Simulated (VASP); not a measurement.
# La (Im-3m) in VASP: notebook

The runs below take La through single point, relaxation of cell and atoms, with LDA.

All numbers are computed with VASP 6.6.1; they aren't measurements. Logs are shortened: lines on timing, memory, paths and dates and some standing lists are left out, and cuts for length are marked.

## (1) The cell of the first run

Symmetry: Im-3m, No. 229, cubic system. The conventional cell has a = 3.054 Å, b = 3.054 Å, c = 3.054 Å, α = 90.00°, β = 90.00°, γ = 90.00°. La (site symmetry m-3m) has 14 La at 2.64 to 3.05 Å within 3.5 Å.

This isn't the form of La at room conditions, which is double hcp.

## (2) Single point, LDA

INCAR reads:

```
SYSTEM = La
PREC = Accurate
ENCUT = 520
EDIFF = 1E-7
ISMEAR = -1
SIGMA = 0.08
LREAL = .FALSE.
LASPH = .TRUE.
NELM = 100
ALGO = Normal
ISIF = 2
LWAVE = .FALSE.
LCHARG = .FALSE.
GGA = CA
NBANDS = 12
```

KPOINTS reads:

```
regular mesh
0
G
  18 18 18
  0 0 0
```

POSCAR reads:

```
La
1.0
   -1.5268564388      1.5268564388      1.5268564388
    1.5268564388     -1.5268564388      1.5268564388
    1.5268564388      1.5268564388     -1.5268564388
La
1
Direct
    0.0000000000      0.0000000000      0.0000000000
```

Potentials or basis: VASP PAW LDA potentials, release 64 (La).

The run is started by

```bash
> cat potpaw_LDA.64/La/POTCAR > POTCAR
> mpirun -np 1 vasp_std > vasp.out
```

OUTCAR:

```text
SYSTEM = La
   PREC = Accurate
   ENCUT = 520
   EDIFF = 1E-7
   ISMEAR = -1
   LREAL = .FALSE.
   LASPH = .TRUE.
   NELM = 100
   ISIF = 2
   GGA = CA

 ion  position               nearest neighbor table
   1  0.000  0.000  0.000-

  LATTYP: Found a body centered cubic cell.
 ALAT       =     3.0537128776

  Lattice vectors:

 A1 = (  -1.5268564388,   1.5268564388,   1.5268564388)
 A2 = (   1.5268564388,  -1.5268564388,   1.5268564388)
 A3 = (   1.5268564388,   1.5268564388,  -1.5268564388)

Analysis of symmetry for initial positions (statically):
=====================================================================
 Subroutine PRICEL returns:
 Original cell was already a primitive cell.

 Routine SETGRP: Setting up the symmetry group for a
 body centered cubic supercell.

 Subroutine GETGRP returns: Found 48 space group operations
 (whereof 48 operations were pure point group operations)
 out of a pool of 48 trial point group operations.

The static configuration has the point symmetry O_h .

Analysis of symmetry for dynamics (positions and initial velocities):
=====================================================================
 Subroutine PRICEL returns:
 Original cell was already a primitive cell.

 Routine SETGRP: Setting up the symmetry group for a
 body centered cubic supercell.

 Subroutine GETGRP returns: Found 48 space group operations
 (whereof 48 operations were pure point group operations)
 out of a pool of 48 trial point group operations.

The dynamic configuration has the point symmetry O_h .

 Subroutine INISYM returns: Found 48 space group operations
 (whereof 48 operations are pure point group operations),
 and found     1 'primitive' translations

----------------------------------------------------------------------------------------

                                     Primitive cell

  volume of cell :      14.2382

  direct lattice vectors                    reciprocal lattice vectors
    -1.526856439  1.526856439  1.526856439     0.000000000  0.327470211  0.327470211
     1.526856439 -1.526856439  1.526856439     0.327470211  0.000000000  0.327470211
     1.526856439  1.526856439 -1.526856439     0.327470211  0.327470211  0.000000000

  length of vectors
     2.644592928  2.644592928  2.644592928     0.463112814  0.463112814  0.463112814

  position of ions in fractional coordinates (direct lattice)
     0.000000000  0.000000000  0.000000000

  ion indices of the primitive-cell ions
   primitive index   ion index
                 1           1

----------------------------------------------------------------------------------------

 KPOINTS: regular mesh

Automatic generation of k-mesh.
 Grid dimensions read from file:
 generate k-points for:   18   18   18

 Generating k-lattice:

  Cartesian coordinates                     Fractional coordinates (reciprocal lattice)
     0.000000000  0.018192789  0.018192789     0.055555556  0.000000000  0.000000000
     0.018192789  0.000000000  0.018192789     0.000000000  0.055555556  0.000000000
     0.018192789  0.018192789  0.000000000     0.000000000  0.000000000  0.055555556

  Length of vectors
     0.025728490  0.025728490  0.025728490

  Shift w.r.t. Gamma in fractional coordinates (k-lattice)
     0.000000000  0.000000000  0.000000000

 Subroutine IBZKPT returns following result:
 ===========================================

 Found    195 irreducible k-points:

 Following reciprocal coordinates:
            Coordinates               Weight
  0.000000  0.000000  0.000000      1.000000
  0.055556  0.000000  0.000000     12.000000
  0.111111  0.000000  0.000000     12.000000
  0.166667  0.000000  0.000000     12.000000
  0.222222  0.000000  0.000000     12.000000
  0.277778  0.000000  0.000000     12.000000
[... 16 lines left out ...]
  0.333333  0.111111  0.000000     48.000000
  0.388889  0.111111  0.000000     48.000000
 [... further k-points ...]
   k-points           NKPTS =    195   k-points in BZ     NKDIM =    195   number of bands    NBANDS=     12
   number of dos      NEDOS =    301   number of ions     NIONS =      1
   total plane-waves  NPLWV =   8000
   dimension x,y,z NGX =    20 NGY =   20 NGZ =   20
   dimension x,y,z NGXF=    40 NGYF=   40 NGZF=   40
   ions per type =               1
   NGX,Y,Z   is equivalent  to a cutoff of  12.57, 12.57, 12.57 a.u.
   NGXF,Y,Z  is equivalent  to a cutoff of  25.15, 25.15, 25.15 a.u.
 SYSTEM =  La
   PREC   = accura    normal or accurate (medium, high low for compatibility)
   ISTART =      0    job   : 0-new  1-cont  2-samecut
   ICHARG =      2    charge: 1-file 2-atom 10-const
   ISPIN  =      1    spin polarized calculation?
   LNONCOLLINEAR =      F non collinear calculations
   LSORBIT =      F    spin-orbit coupling
   LASPH  =      T    aspherical Exc in radial PAW
   ENCUT  =  520.0 eV  38.22 Ry    6.18 a.u.   4.92  4.92  4.92*2*pi/ulx,y,z
   NELM   =    100;   NELMIN=  2; NELMDL= -5     # of ELM steps
[... 62 lines left out ...]
      7      22.5957      0.00000
      8      24.1841      0.00000
      9      24.1841      0.00000
     10      24.1841      0.00000
     11      25.9681      0.00000
     12      27.1674      0.00000

 k-point     2 :       0.0556    0.0000    0.0000
  band No.  band energies     occupation
      1     -14.0579      2.00000
      2      10.7362      2.00000
      3      11.0426      2.00000
      4      11.1908      2.00000
      5      22.2217      0.00029
      6      22.3541      0.00006
      7      22.5782      0.00000
      8      24.3164      0.00000
      9      24.3951      0.00000
     10      24.4656      0.00000
     11      26.3603      0.00000
     12      27.0615      0.00000

 k-point     3 :       0.1111    0.0000    0.0000
  band No.  band energies     occupation
      1     -13.8161      2.00000
      2       9.4669      2.00000
      3      10.5713      2.00000
      4      11.1112      2.00000
      5      21.5441      0.82108
      6      21.8482      0.03064
      7      22.5499      0.00000
      8      24.6142      0.00000
      9      24.6920      0.00000
     10      24.8125      0.00000
     11      26.8739      0.00000
     12      27.0451      0.00000

 k-point     4 :       0.1667    0.0000    0.0000
  band No.  band energies     occupation
      1     -13.4205      2.00000
      2       7.7460      2.00000
      3       9.9259      2.00000
      4      10.9854      2.00000
      5      20.8321      1.99961
      6      21.2888      1.88845
      7      22.5621      0.00000
      8      24.6970      0.00000
      9      24.9134      0.00000
     10      25.2357      0.00000
     11      26.7295      0.00000
     12      27.1668      0.00000

 k-point     5 :       0.2222    0.0000    0.0000
  band No.  band energies     occupation
      1     -12.8845      2.00000
      2       5.8462      2.00000
      3       9.2282      2.00000
      4      10.8258      2.00000
      5      20.1586      2.00000
      6      20.7562      1.99985
      7      22.6559      0.00000
      8      24.6085      0.00000
      9      25.1486      0.00000
     10      25.6012      0.00000
     11      26.6530      0.00000
     12      27.2143      0.00000
[... 228 lines left out ...]
      1     -12.0220      2.00000
      2       3.8441      2.00000
      3       7.8797      2.00000
      4      10.0097      2.00000
      5      20.1110      2.00000
      6      21.0237      1.99571
      7      22.8281      0.00000
      8      24.6533      0.00000
      9      25.0679      0.00000
     10      25.7369      0.00000
     11      26.6767      0.00000
     12      27.4091      0.00000

 k-point    22 :       0.2778    0.1111   -0.0000
  band No.  band energies     occupation
      1     -11.3185      2.00000
      2       2.2591      2.00000
      3       7.1856      2.00000
      4       9.7964      2.00000
      5      19.7258      2.00000
      6      21.0160      1.99611
      7      22.9064      0.00000
      8      24.5827      0.00000
      9      25.2777      0.00000
     10      25.9454      0.00000
     11      26.7150      0.00000
     12      27.3492      0.00000

 k-point    23 :       0.3333    0.1111    0.0000
  band No.  band energies     occupation
      1     -10.6330      2.00000
      2       0.8962      2.00000
      3       6.6779      2.00000
      4       9.6268      2.00000
      5      19.4347      2.00000
      6      20.9806      1.99750
      7      23.0934      0.00000
      8      24.4136      0.00000
      9      25.4939      0.00000
     10      26.1419      0.00000
     11      26.7489      0.00000
     12      27.2393      0.00000

 k-point    24 :       0.3889    0.1111    0.0000
  band No.  band energies     occupation
      1     -10.1021      2.00000
      2      -0.0588      2.00000
      3       6.3698      2.00000
      4       9.5176      2.00000
      5      19.2545      2.00000
      6      20.9391      1.99851
      7      23.3233      0.00000
      8      24.2328      0.00000
      9      25.6299      0.00000
     10      26.3020      0.00000
     11      26.7689      0.00000
     12      27.1319      0.00000

 [... further k-points ...]

------------------------ aborting loop because EDIFF is reached ----------------------------------------

  FORCE on cell =-STRESS in cart. coord.  units (eV):
  Direction    XX          YY          ZZ          XY          YZ          ZX
  --------------------------------------------------------------------------------------
  -------------------------------------------------------------------------------------
  Total       15.0768714     15.0768714     15.0768714      0.0000000     -0.0000000      0.0000000
  in kB     1696.5521259   1696.5521259   1696.5521259      0.0000000     -0.0000000      0.0000000
  external PRESSURE =    1696.5521259 kB  Pullay stress =       0.0000000 kB

 VOLUME and BASIS-vectors are now :
 -----------------------------------------------------------------------------
  energy-cutoff  :      520.00
  volume of cell :       14.24
      direct lattice vectors                 reciprocal lattice vectors
    -1.526856439  1.526856439  1.526856439     0.000000000  0.327470211  0.327470211
     1.526856439 -1.526856439  1.526856439     0.327470211  0.000000000  0.327470211
     1.526856439  1.526856439 -1.526856439     0.327470211  0.327470211  0.000000000

 POSITION                                       TOTAL-FORCE (eV/Angst)
 -----------------------------------------------------------------------------------
      0.00000      0.00000      0.00000        -0.000000      0.000000     -0.000000
 -----------------------------------------------------------------------------------
    total drift:                                0.000000      0.000000     -0.000000

  FREE ENERGIE OF THE ION-ELECTRON SYSTEM (eV)
  ---------------------------------------------------
  free  energy   TOTEN  =        -1.4546758496 eV

  energy  without entropy=       -1.4330606439  energy(sigma->0) =       -1.44386825
```

Wall time 48 s (1 thread of Intel Xeon 8259CL, shared host); peak memory 0.16 GiB.

Results:

* Free energy: -1.4547 eV
* Pressure: 169.7 GPa
* Band gap on the k mesh: zero (an odd number of electrons rules out a gap without spin polarisation)

Caveat: the cell stands under pressure; spin-orbit coupling is left out, which moves the levels of the heavy elements.

## (3) Single point, LDA

INCAR reads:

```
ALGO = Normal
EDIFF = 1E-7
ENCUT = 520
GGA = CA
ISIF = 2
ISMEAR = -1
LASPH = T
LCHARG = F
LREAL = F
LWAVE = F
NBANDS = 12
NELM = 80
PREC = Accurate
SIGMA = 0.08
```

KPOINTS reads:

```
k-points
0
Gamma
  18 18 18
```

POSCAR reads:

```
La
1.0
   -1.5258739094      1.5258739094      1.5258739094
    1.5258739094     -1.5258739094      1.5258739094
    1.5258739094      1.5258739094     -1.5258739094
La
1
Direct
    0.0000000000      0.0000000000      0.0000000000
```

Potentials or basis: VASP PAW LDA potentials, release 64 (La).

The run is started by

```bash
> cat potpaw_LDA.64/La/POTCAR > POTCAR
> mpirun -np 1 vasp_std > vasp.out
```

Wall time 50 s (1 thread of Intel Xeon 8259CL, shared host); peak memory 0.16 GiB.

It converged, with:

```yaml
Free_energy: -1.4255 eV
Pressure: 170.9 GPa
Band_gap_on_the_k_mesh: zero (an odd number of electrons rules out a gap without spin polarisation)
```

Levels at points of the mesh, in eV from the Fermi level:
```
           k point  band 2  band 3  band 4  band 5  band 6  band 7  band 8  band 9  band 10  band 11
(0.00, 0.00, 0.00)  -10.28  -10.28  -10.28    1.07    1.07    1.07    2.67    2.67     2.67     4.49
(0.50, 0.00, 0.00)  -22.22  -14.27  -11.28   -3.07   -2.13    2.04    2.73    4.12     4.86     5.38
(0.50, 0.50, 0.50)  -18.31  -18.31  -18.31   -6.81   -6.81    2.36    4.39    4.39     4.39     5.94
```

Caveat: the cell stands under pressure; spin-orbit coupling is left out, which moves the levels of the heavy elements.

## (4) Relaxation of cell and atoms, LDA, target pressure 170 GPa, at which the enthalpy is minimised

This run uses another cell than the first one, of 14.29 Å³/atom.

INCAR reads:

```
SYSTEM = La
PREC = Accurate
ENCUT = 600
EDIFF = 1E-7
ISMEAR = -1
SIGMA = 0.08
LREAL = .FALSE.
LASPH = .TRUE.
NELM = 80
ALGO = Normal
ISIF = 3
LWAVE = .FALSE.
LCHARG = .FALSE.
IBRION = 2
NSW = 60
EDIFFG = -0.005
PSTRESS = 1700.0
```

KPOINTS reads:

```
regular mesh
0
G
  18 18 18
  0 0 0
```

POSCAR reads:

```
La
1.0
   -1.5288782232      1.5288782232      1.5288782232
    1.5288782232     -1.5288782232      1.5288782232
    1.5288782232      1.5288782232     -1.5288782232
La
1
Direct
    0.0000000000      0.0000000000      0.0000000000
```

The run is started by

```bash
> cat potpaw_LDA.64/La/POTCAR > POTCAR
> mpirun -np 1 vasp_std > vasp.out
```

Wall time 1.8 min (1 thread of Intel Xeon 8259CL, shared host); peak memory 0.19 GiB.

Results (log left out):

| Item | Value |
| --- | --- |
| Free energy | -1.4488 eV |
| Relaxed volume | 14.23 Å³/atom |
| Relaxed cell | a = 2.644 Å, b = 2.644 Å, c = 2.644 Å, α = 109.47°, β = 109.47°, γ = 109.47° |
| Space group after relaxing (to 0.1 Å) | Im-3m (No. 229) |
| Energy change on relaxing (the run minimises the enthalpy) | +65.9 meV/atom |
| Ionic steps | 3 |
| Pressure after relaxing | 169.9 GPa |
| Band gap on the k mesh | zero (an odd number of electrons rules out a gap without spin polarisation) |

The path:
```
step  energy change (eV)  largest force (eV/Å)  pressure (GPa)  volume (Å³)
   1              0.0000                0.0000          167.12        14.29
   2              0.5882                0.0000          192.56        13.77
   3              0.0659                0.0000          169.95        14.23
```

Final structure:
```
CELL_PARAMETERS angstrom
-1.52664 1.52664 1.52664
1.52664 -1.52664 1.52664
1.52664 1.52664 -1.52664
ATOMIC_POSITIONS crystal
La 0.00000 0.00000 0.00000
```

Levels at points of the mesh, in eV from the Fermi level:
```
           k point  band 3  band 4  band 5  band 6  band 7  band 8  band 9
(0.00, 0.00, 0.00)  -10.29  -10.29    1.08    1.08    1.08    2.67    2.67
(0.50, 0.00, 0.00)  -14.28  -11.29   -3.06   -2.12    2.04    2.73    4.12
(0.50, 0.50, 0.50)  -18.30  -18.30   -6.79   -6.79    2.36    4.39    4.39
```

Caveat: the cell is relaxed towards a set pressure, so the run minimises the enthalpy, not the energy; spin-orbit coupling is left out, which moves the levels of the heavy elements.

## (5) Relaxation of cell and atoms, LDA, target pressure 170 GPa, at which the enthalpy is minimised

INCAR reads:

```
SYSTEM = La
ALGO = Normal
EDIFF = 1E-7
EDIFFG = -0.005
ENCUT = 600
IBRION = 2
ISIF = 3
ISMEAR = -1
LASPH = .TRUE.
LCHARG = .FALSE.
LREAL = .FALSE.
LWAVE = .FALSE.
NELM = 60
NSW = 32
PREC = Accurate
PSTRESS = 1700.0
SIGMA = 0.08
```

KPOINTS reads:

```
k-points
0
G
  18 18 18
  0 0 0
```

POSCAR reads:

```
La
1.0
   -1.5268564388      1.5268564388      1.5268564388
    1.5268564388     -1.5268564388      1.5268564388
    1.5268564388      1.5268564388     -1.5268564388
La
1
Direct
    0.0000000000      0.0000000000      0.0000000000
```

The run is started by

```bash
> cat potpaw_LDA.64/La/POTCAR > POTCAR
> mpirun -np 1 vasp_std > vasp.out
```

Run time: 90 s. Hardware: 1 thread of Intel Xeon 8259CL, shared host; peak memory 0.19 GiB.

The run converged. Its results:

- Free energy: -1.4477 eV
- Relaxed volume: 14.23 Å³/atom
- Relaxed cell: a = 2.644 Å, b = 2.644 Å, c = 2.644 Å, α = 109.47°, β = 109.47°, γ = 109.47°
- Space group after relaxing (to 0.1 Å): Im-3m (No. 229)
- Energy change on relaxing (the run minimises the enthalpy): +7.5 meV/atom
- Ionic steps: 3
- Pressure after relaxing: 170.0 GPa
- Band gap on the k mesh: zero (an odd number of electrons rules out a gap without spin polarisation)

Step by step:
```csv
step,energy change (eV),largest force (eV/Å),pressure (GPa),volume (Å³)
1,0.0000,0.0000,169.68,14.24
2,0.0626,0.0000,172.37,14.18
3,0.0075,0.0000,170.00,14.23
```

Final structure:
```xyz
1
Lattice="-1.5266 1.5266 1.5266 1.5266 -1.5266 1.5266 1.5266 1.5266 -1.5266" Properties=species:S:1:pos:R:3 pbc="T T T"
La    0.0000    0.0000    0.0000
```

Levels at points of the mesh, in eV from the Fermi level:
```csv
k point,band 4,band 5,band 6,band 7,band 8,band 9
"(0.00, 0.00, 0.00)",-10.29,1.08,1.08,1.08,2.67,2.67
"(0.50, 0.00, 0.00)",-11.29,-3.06,-2.12,2.04,2.73,4.12
"(0.50, 0.50, 0.50)",-18.30,-6.79,-6.79,2.36,4.39,4.39
```

Caveat: the cell is relaxed towards a set pressure, so the run minimises the enthalpy, not the energy; spin-orbit coupling is left out, which moves the levels of the heavy elements.

## (6) Summary

```csv
task,cell,cutoff (eV),gap on the mesh (eV),pressure (GPa)
single point,"a = 2.645 Å, angles 109.5°, 1 atom",520,none,169.7
single point,"a = 2.643 Å, angles 109.5°, 1 atom",520,none,170.9
relaxation of cell and atoms,"relaxed to 170 GPa from a = 2.648 Å, angles 109.5°, 1 atom",600,none,169.9
relaxation of cell and atoms,"relaxed to 170 GPa from a = 2.645 Å, angles 109.5°, 1 atom",600,none,170.0
```

Alike in all rows: level LDA; potentials or basis VASP PAW LDA potentials, release 64 (La); no spin polarisation; k mesh 18 × 18 × 18; smearing fermi-dirac 0.08 eV.

Caveats: spin-orbit coupling is left out, which moves the levels of the heavy elements; the cell stands under pressure (at least some runs); the cell is relaxed towards a set pressure, so the run minimises the enthalpy, not the energy (at least some runs).

Total energies depend on the potentials used, so only differences within one code and one set of settings carry meaning.
